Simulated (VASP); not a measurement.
# CuO (C2/c) in VASP: notebook

The runs below take CuO through single point, with PBE, PBEsol+U.

All numbers are computed with VASP 6.6.1; they aren't measurements. Logs are shortened: lines on timing, memory, paths and dates and some standing lists are left out, and cuts for length are marked.

**1. The cell of the first run**

The structure is monoclinic, space group C2/c (No. 15). The conventional cell has a = 4.684 Å, b = 3.423 Å, c = 5.129 Å, α = 90.00°, β = 99.54°, γ = 90.00°. Within 2.6 Å of Cu (site symmetry -1) lie 4 O at 1.95 to 1.96 Å. Within 3.0 Å of O (site symmetry 2) lie 6 Cu at 1.95 to 2.78 Å and 6 O at 2.62 to 2.90 Å.

**2. Single point, PBE**

File INCAR:

```
  PREC = Accurate
  ENCUT = 520
  EDIFF = 1E-7
  ISMEAR = 0
  SIGMA = 0.025
  LREAL = False
  LASPH = True
  NELM = 80
  ALGO = Normal
  ISIF = 2
  LWAVE = False
  LCHARG = True
  GGA = PE
  LELF = True
  LVHAR = True
  NBANDS = 25
```

File KPOINTS:

```
Automatic mesh
0
Gamma
  10 10 5
```

File POSCAR:

```
CuO
1.0
    2.3418500000     -1.7113000000      0.0000000000
    2.3418500000      1.7113000000      0.0000000000
   -0.8500274268      0.0000000000      5.0578693947
Cu O
2 2
Direct
    0.5000000000      0.0000000000      0.5000000000
    0.0000000000      0.5000000000      0.0000000000
    0.4184000000      0.5816000000      0.7500000000
    0.5816000000      0.4184000000      0.2500000000
```

Potentials or basis: VASP PAW PBE potentials, release 64 (Cu, O).

Started as:

```
$ cat potpaw_PBE.64/Cu/POTCAR potpaw_PBE.64/O/POTCAR > POTCAR
$ mpirun -np 1 vasp_std > vasp.out
```

OUTCAR:

```text
PREC = Accurate
   ENCUT = 520
   EDIFF = 1E-7
   ISMEAR = 0
   LREAL = False
   LASPH = True
   NELM = 80
   ISIF = 2
   GGA = PE

 ion  position               nearest neighbor table
   1  0.500  0.000  0.500-   3 1.95   4 1.95   4 1.96   3 1.96
   2  0.000  0.500  0.000-   4 1.95   3 1.95   4 1.96   3 1.96
   3  0.418  0.582  0.750-   2 1.95   1 1.95   2 1.96   1 1.96
   4  0.582  0.418  0.250-   1 1.95   2 1.95   2 1.96   1 1.96

  LATTYP: Found a base centered monoclinic cell.
 ALAT       =     4.6837000000
 B/A-ratio  =     0.7307470589
 C/A-ratio  =     1.0950317057
 COS(beta)  =    -0.1657361228

  Lattice vectors:

 A1 = (   2.3418500000,  -1.7113000000,   0.0000000000)
 A2 = (   2.3418500000,   1.7113000000,   0.0000000000)
 A3 = (  -0.8500274268,   0.0000000000,   5.0578693947)

Analysis of symmetry for initial positions (statically):
=====================================================================
 Subroutine PRICEL returns:
 Original cell was already a primitive cell.

 Routine SETGRP: Setting up the symmetry group for a
 base centered monoclinic supercell.

 Subroutine GETGRP returns: Found  4 space group operations
 (whereof  2 operations were pure point group operations)
 out of a pool of  4 trial point group operations.

The static configuration has the point symmetry S_2 .
 The point group associated with its full space group is C_2h.

Analysis of symmetry for dynamics (positions and initial velocities):
=====================================================================
 Subroutine PRICEL returns:
 Original cell was already a primitive cell.

 Routine SETGRP: Setting up the symmetry group for a
 base centered monoclinic supercell.

 Subroutine GETGRP returns: Found  4 space group operations
 (whereof  2 operations were pure point group operations)
 out of a pool of  4 trial point group operations.

The dynamic configuration has the point symmetry S_2 .
 The point group associated with its full space group is C_2h.

 Subroutine INISYM returns: Found  4 space group operations
 (whereof  2 operations are pure point group operations),
 and found     1 'primitive' translations

----------------------------------------------------------------------------------------

                                     Primitive cell

  volume of cell :      40.5399

  direct lattice vectors                    reciprocal lattice vectors
     2.341850000 -1.711300000  0.000000000     0.213506416 -0.292175539  0.035881968
     2.341850000  1.711300000  0.000000000     0.213506416  0.292175539  0.035881968
    -0.850027427  0.000000000  5.057869395     0.000000000  0.000000000  0.197711709

  length of vectors
     2.900484289  2.900484289  5.128800000     0.363646877  0.363646877  0.197711709

  position of ions in fractional coordinates (direct lattice)
     0.500000000  0.000000000  0.500000000
     0.000000000  0.500000000  0.000000000
     0.418400000  0.581600000  0.750000000
     0.581600000  0.418400000  0.250000000

  ion indices of the primitive-cell ions
   primitive index   ion index
                 1           1
                 2           2
                 3           3
                 4           4

----------------------------------------------------------------------------------------

 KPOINTS: Automatic mesh

Automatic generation of k-mesh.
 Grid dimensions read from file:
 generate k-points for:   10   10    5

 Generating k-lattice:

  Cartesian coordinates                     Fractional coordinates (reciprocal lattice)
     0.021350642 -0.029217554  0.003588197     0.100000000  0.000000000  0.000000000
     0.021350642  0.029217554  0.003588197     0.000000000  0.100000000  0.000000000
     0.000000000  0.000000000  0.039542342     0.000000000  0.000000000  0.200000000

  Length of vectors
     0.036364688  0.036364688  0.039542342

  Shift w.r.t. Gamma in fractional coordinates (k-lattice)
     0.000000000  0.000000000  0.000000000

 Subroutine IBZKPT returns following result:
 ===========================================

 Found    141 irreducible k-points:

 Following reciprocal coordinates:
            Coordinates               Weight
  0.000000  0.000000  0.000000      1.000000
  0.100000 -0.000000  0.000000      4.000000
  0.200000 -0.000000  0.000000      4.000000
  0.300000 -0.000000  0.000000      4.000000
  0.400000 -0.000000  0.000000      4.000000
  0.500000 -0.000000  0.000000      2.000000
[... 16 lines left out ...]
  0.300000  0.300000  0.000000      2.000000
  0.400000  0.300000  0.000000      4.000000
 [... further k-points ...]
   k-points           NKPTS =    141   k-points in BZ     NKDIM =    141   number of bands    NBANDS=     25
   number of dos      NEDOS =    301   number of ions     NIONS =      4
   total plane-waves  NPLWV =  23040
   dimension x,y,z NGX =    24 NGY =   24 NGZ =   40
   dimension x,y,z NGXF=    48 NGYF=   48 NGZF=   80
   ions per type =               2   2
   NGX,Y,Z   is equivalent  to a cutoff of  13.76, 13.76, 12.97 a.u.
   NGXF,Y,Z  is equivalent  to a cutoff of  27.51, 27.51, 25.93 a.u.
 SYSTEM =  unknown system
   PREC   = accura    normal or accurate (medium, high low for compatibility)
   ISTART =      0    job   : 0-new  1-cont  2-samecut
   ICHARG =      2    charge: 1-file 2-atom 10-const
   ISPIN  =      1    spin polarized calculation?
   LNONCOLLINEAR =      F non collinear calculations
   LSORBIT =      F    spin-orbit coupling
   LASPH  =      T    aspherical Exc in radial PAW
   ENCUT  =  520.0 eV  38.22 Ry    6.18 a.u.   5.39  5.39  9.54*2*pi/ulx,y,z
   NELM   =     80;   NELMIN=  2; NELMDL= -5     # of ELM steps
   EDIFF  = 0.1E-06   stopping-criterion for ELM
   LREAL  =      F    real-space projection
   EDIFFG = 0.1E-05   stopping-criterion for IOM
   NSW    =      0    number of steps for IOM
   IBRION =     -1    ionic relax: 0-MD 1-quasi-New 2-CG
   NFREE  =      0    steps in history (QN), initial steepest desc. (CG)
   ISIF   =      2    stress and relaxation
   ISYM   =      2    0-nonsym 1-usesym 2-fastsym
   POTIM  = 0.5000    time-step for ionic-motion
   TEBEG  =    0.0;   TEEND  =   0.0 temperature during run
   PSTRESS=    0.0 pullay stress
   NELECT =      34.0000    total number of electrons
   NUPDOWN=      -1.0000    fix difference up-down
   EMIN   =  10.00;   EMAX   =-10.00  energy-range for DOS
   EFERMI =   0.00;   METHOD = LEGACY
   ISMEAR =     0;   SIGMA  =   0.03  broadening in eV -4-tet -1-fermi 0-gaus
   EFERMI_NEDOS =   21; number of points for ismear=-14 and -15
   IALGO  =     38    algorithm
   IMIX   =      4    mixing-type and parameters
     AMIX     =   0.40;   BMIX     =  1.00
     AMIX_MAG =   1.60;   BMIX_MAG =  1.00
  volume/ion in A,a.u.               =      10.13        68.39
  Fermi-wavevector in a.u.,A,eV,Ry     =   1.543856  2.917465 32.429379  2.383492
  Thomas-Fermi vector in A             =   2.649460
   LORBIT       =      0    0 simple, 1 ext, 2 COOP (PROOUT), +10 PAW based schemes
   GGA     = PE    functional components
   LHFCALC =     F    Hartree Fock is set to
   AEXX    =    0.0000 exact exchange contribution
   IVDW    =     0    specifies the selected vdW correction
   LEPSILON=     F    determine dielectric tensor
   LRPA    =     F    only Hartree local field effects (RPA)
 non-spin polarized calculation
 Gauss-broadening in eV      SIGMA  =   0.03
  energy-cutoff  :      520.00
  volume of cell :       40.54
 maximum number of plane-waves:      1129
 NGX is ok and might be reduce to    24
   NGX = 11   NGY = 11   NGZ = 19

 number of electron      34.0000001 magnetization

 Free energy of the ion-electron system (eV)
  ---------------------------------------------------
  ext. energy  EPLUGINS =         0.00000000
  ---------------------------------------------------
  free energy    TOTEN  =       -19.52153978 eV

  energy without entropy =      -19.52072823  energy(sigma->0) =      -19.52113401

 E-fermi :   5.7114     XC(G=0): -11.9151

 val. band max:        5.7040550884   @ k =  -0.4000   0.2000   0.4000
 cond. band min:       5.7220349449   @ k =   0.5000   0.2000   0.4000
 fundamental gap:      0.0179798565
 Fermi energy:         5.7114021954

 k-point     1 :       0.0000    0.0000    0.0000
  band No.  band energies     occupation
      1     -14.2150      2.00000
      2     -12.8887      2.00000
      3      -2.4337      2.00000
      4       0.1582      2.00000
      5       0.5543      2.00000
      6       2.4024      2.00000
[... 17 lines left out ...]
     24      22.1229      0.00000
     25      22.4495      0.00000

 k-point     2 :       0.1000   -0.0000    0.0000
  band No.  band energies     occupation
      1     -14.1474      2.00000
      2     -12.8669      2.00000
      3      -2.3236      2.00000
      4       0.1420      2.00000
      5       0.5260      2.00000
      6       1.6350      2.00000
[... 17 lines left out ...]
     24      21.6465      0.00000
     25      22.6472      0.00000

 k-point     3 :       0.2000   -0.0000    0.0000
  band No.  band energies     occupation
      1     -13.9643      2.00000
      2     -12.8096      2.00000
      3      -2.0284      2.00000
      4       0.0808      2.00000
      5       0.3870      2.00000
      6       0.6272      2.00000
[... 17 lines left out ...]
     24      20.7859      0.00000
     25      22.1912      0.00000

 k-point     4 :       0.3000   -0.0000    0.0000
  band No.  band energies     occupation
      1     -13.7231      2.00000
      2     -12.7377      2.00000
      3      -1.6551      2.00000
      4      -0.5388      2.00000
      5       0.0059      2.00000
      6       0.5278      2.00000
[... 17 lines left out ...]
     24      19.6708      0.00000
     25      21.7859      0.00000

 k-point     5 :       0.4000   -0.0000    0.0000
  band No.  band energies     occupation
      1     -13.5133      2.00000
      2     -12.6792      2.00000
      3      -1.3722      2.00000
      4      -1.2348      2.00000
      5      -0.0248      2.00000
      6       0.5451      2.00000
[... 17 lines left out ...]
     24      18.7621      0.00000
     25      21.4435      0.00000

 k-point     6 :       0.5000   -0.0000    0.0000
  band No.  band energies     occupation
      1     -13.4290      2.00000
      2     -12.6569      2.00000
      3      -1.5202      2.00000
      4      -1.2347      2.00000
      5      -0.0207      2.00000
      6       0.5565      2.00000
[... 17 lines left out ...]
     24      18.4177      0.00000
     25      21.3020      0.00000
[... 393 lines left out ...]
 k-point    21 :      -0.3000    0.2000    0.0000
  band No.  band energies     occupation
      1     -13.4500      2.00000
      2     -12.6549      2.00000
      3      -1.2210      2.00000
      4      -0.6499      2.00000
      5      -0.0547      2.00000
      6       0.3048      2.00000
[... 17 lines left out ...]
     24      18.9505      0.00000
     25      19.4508      0.00000

 k-point    22 :      -0.2000    0.2000    0.0000
  band No.  band energies     occupation
      1     -13.6676      2.00000
      2     -12.7117      2.00000
      3      -1.5570      2.00000
      4      -0.0611      2.00000
      5      -0.0206      2.00000
      6       0.3046      2.00000
[... 17 lines left out ...]
     24      19.5764      0.00000
     25      19.6932      0.00000

 k-point    23 :       0.3000    0.3000    0.0000
  band No.  band energies     occupation
      1     -13.4228      2.00000
      2     -12.6878      2.00000
      3      -1.0896      2.00000
      4      -0.6102      2.00000
      5       0.3863      2.00000
      6       0.4195      2.00000
[... 17 lines left out ...]
     24      20.3033      0.00000
     25      20.6483      0.00000

 k-point    24 :       0.4000    0.3000    0.0000
  band No.  band energies     occupation
      1     -13.2354      2.00000
      2     -12.6405      2.00000
      3      -1.1017      2.00000
      4      -0.7989      2.00000
      5       0.1813      2.00000
      6       0.3738      2.00000
[... 17 lines left out ...]
     24      19.0983      0.00000
     25      20.1580      0.00000

 [... further k-points ...]

------------------------ aborting loop because EDIFF is reached ----------------------------------------

  FORCE on cell =-STRESS in cart. coord.  units (eV):
  Direction    XX          YY          ZZ          XY          YZ          ZX
  --------------------------------------------------------------------------------------
  -------------------------------------------------------------------------------------
  Total        1.5886020      1.8154495      1.4128164      0.0000000      0.0000000     -0.3396103
  in kB       62.7831155     71.7483502     55.8358944      0.0000000      0.0000000    -13.4217343
  external PRESSURE =      63.4557867 kB  Pullay stress =       0.0000000 kB

 VOLUME and BASIS-vectors are now :
 -----------------------------------------------------------------------------
  energy-cutoff  :      520.00
  volume of cell :       40.54
      direct lattice vectors                 reciprocal lattice vectors
     2.341850000 -1.711300000  0.000000000     0.213506416 -0.292175539  0.035881968
     2.341850000  1.711300000  0.000000000     0.213506416  0.292175539  0.035881968
    -0.850027427  0.000000000  5.057869395     0.000000000  0.000000000  0.197711709

 POSITION                                       TOTAL-FORCE (eV/Angst)
 -----------------------------------------------------------------------------------
      0.74591     -0.85565      2.52893        -0.000000     -0.000000      0.000000
      1.17092      0.85565      0.00000        -0.000000     -0.000000      0.000000
      1.70433      0.27928      3.79340         0.000000     -0.218256      0.000000
      2.12934     -0.27928      1.26447         0.000000      0.218256      0.000000
 -----------------------------------------------------------------------------------
    total drift:                                0.000000      0.000000     -0.000000

  FREE ENERGIE OF THE ION-ELECTRON SYSTEM (eV)
  ---------------------------------------------------
  free  energy   TOTEN  =       -19.5215397829 eV

  energy  without entropy=      -19.5207282307  energy(sigma->0) =      -19.52113401
```

Wall time 88 s (1 thread of AMD EPYC 9R45 (Zen 5), shared host); peak memory 0.22 GiB.

What came out:

| Property | Result |
| --- | --- |
| Free energy | -19.5215 eV |
| Pressure | 6.3 GPa |
| Largest force | 0.218 eV/Å |
| Band gap on the k mesh | zero (bands 17 and 18 overlap by 0.60 eV) |

Forces on the atoms (eV/Å):
```
Cu   0.000  0.000  0.000
Cu   0.000  0.000  0.000
O    0.000 -0.218  0.000
O    0.000  0.218  0.000
```

Stress tensor (GPa, compression positive):
```
 6.28  0.00 -1.34
 0.00  7.17  0.00
-1.34  0.00  5.58
```

Caveat: the cell stands under pressure; semilocal functionals often make such compounds metallic where correlation or magnetic order opens a gap, which also shifts bond lengths. With open d or f shells a metallic result of PBE can be an artefact of self-interaction; +U or a hybrid may open a gap.

(Part 1 of 2 ends here.)
